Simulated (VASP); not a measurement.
A run of VASP 6.6.1 is set up as follows.

The input POSCAR:

```
KBr
1.0
    0.0000000000      3.3000000000      3.3000000000
    3.3000000000      0.0000000000      3.3000000000
    3.3000000000      3.3000000000      0.0000000000
Br K
1 1
Direct
    0.5000000000      0.5000000000      0.5000000000
    0.0000000000      0.0000000000      0.0000000000
```

Contents of INCAR.step1:

```
SYSTEM = KBr
ALGO = Normal
EDIFF = 1E-5
ENCUT = 600
GGA = PE
ISMEAR = -1
LASPH = .True.
LCHARG = .False.
LREAL = .False.
LWAVE = .True.
NBANDS = 15
NELM = 100
PREC = Accurate
SIGMA = 0.05
```

INCAR.step2

```
SYSTEM = KBr
AEXX = 0.25
ALGO = Normal
EDIFF = 1E-6
EDIFFG = -0.01
ENCUT = 600
GGA = PE
IBRION = 2
ISIF = 3
ISMEAR = -1
ISTART = 1
LASPH = .True.
LCHARG = .False.
LHFCALC = .True.
LREAL = .False.
LWAVE = .False.
NELM = 100
NSW = 60
PREC = Accurate
PRECFOCK = Normal
SIGMA = 0.05
```

KPOINTS

```
k-points
0
Gamma
  4 4 4
  0 0 0
```

Potentials or basis: VASP PAW PBE potentials, release 64 (Br, K_sv).

Run with:

```sh
$ cat potpaw_PBE.64/Br/POTCAR potpaw_PBE.64/K_sv/POTCAR > POTCAR
$ cp INCAR.step1 INCAR
$ mpirun -np 1 vasp_std > vasp.out
$ cp INCAR.step2 INCAR
$ mpirun -np 1 vasp_std > vasp.out
```

Q: What does it give for the space group after relaxing (to 0.1 Å)?

A: Fm-3m (No. 225).

Q: Estimate the relaxed cell.

A: a = 4.714 Å, b = 4.714 Å, c = 4.714 Å, α = 60.00°, β = 60.00°, γ = 60.00°.

Q: Estimate the relaxed volume.

A: 37.05 Å³/atom.

The path:
```
step  energy change (eV)  largest force (eV/Å)  pressure (GPa)  volume (Å³)
   1              0.0000                0.0000            0.44        71.87
   2             -0.0020                0.0000            0.21        72.90
   3             -0.0027                0.0000           -0.03        74.10
```

Caveat: the PAW data sets were made with another functional, which shifts forces and pressure a little. Zero-point motion and thermal expansion aren't in these numbers.
